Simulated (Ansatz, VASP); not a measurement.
# Two plane-wave programs on BiOs

The input INCAR:

```
SYSTEM = BiOs
  PREC = Accurate
  ENCUT = 520
  EDIFF = 1E-6
  ISMEAR = 0
  SIGMA = 0.05
  LREAL = .FALSE.
  LASPH = .TRUE.
  NELM = 60
  ALGO = Normal
  ISIF = 2
  LWAVE = .FALSE.
  LCHARG = .FALSE.
  GGA = PE
  NBANDS = 18
```

Contents of KPOINTS:

```
Automatic mesh
0
G
  10 10 10
  0 0 0
```

POSCAR

```
BiOs
1.0
    0.0000000000      2.7711725952      2.7711725952
    2.7711725952      0.0000000000      2.7711725952
    2.7711725952      2.7711725952      0.0000000000
Os Bi
1 1
Direct
    0.5000000000      0.5000000000      0.5000000000
    0.0000000000      0.0000000000      0.0000000000
```

Input for Ansatz:

```yaml
crystal:
  lattice:
    - [0.0, 2.7711725952, 2.7711725952]
    - [2.7711725952, 0.0, 2.7711725952]
    - [2.7711725952, 2.7711725952, 0.0]
  atoms:
    - { symbol: Os, position: [0.5, 0.5, 0.5] }
    - { symbol: Bi, position: [0.0, 0.0, 0.0] }
basis:
  ecutwfc: 500
  ecutrho_ratio: 4
kpoints:
  mp_grid: { grid: [10, 10, 10] }
hamiltonian:
  xc: pbe
scf:
  occupations: { method: gaussian, width: 0.05 }
  eigensolver: { kind: davidson }
output:
  forces: true
  stress: true
```

Alike in both runs: task single point; functional PBE; k mesh 10 × 10 × 10; occupations gaussian, width 0.05 eV; no spin polarisation.

|  | VASP | Ansatz |
| --- | --- | --- |
| version | VASP 6.6.1 | Ansatz 0.2.0 |
| potentials or method | VASP PAW PBE potentials, release 64 (Os, Bi_d), cutoff 520 eV | scalar-relativistic, plane waves, PAW |
| valence electrons in the cell | 23 | 31 |

VASP gave:

| Property | Result |
| --- | --- |
| pressure (GPa) | 3.7 |

Problem. Which values does Ansatz return?

Solution. Pressure (GPa): 3.5.

The functional is the same, so the differences come from potentials, cutoffs and numerics. VASP's potentials hold 23 valence electrons a cell and Ansatz's 31, so a difference there can come from the potentials and not from the codes.

Neither program's run includes spin-orbit coupling.
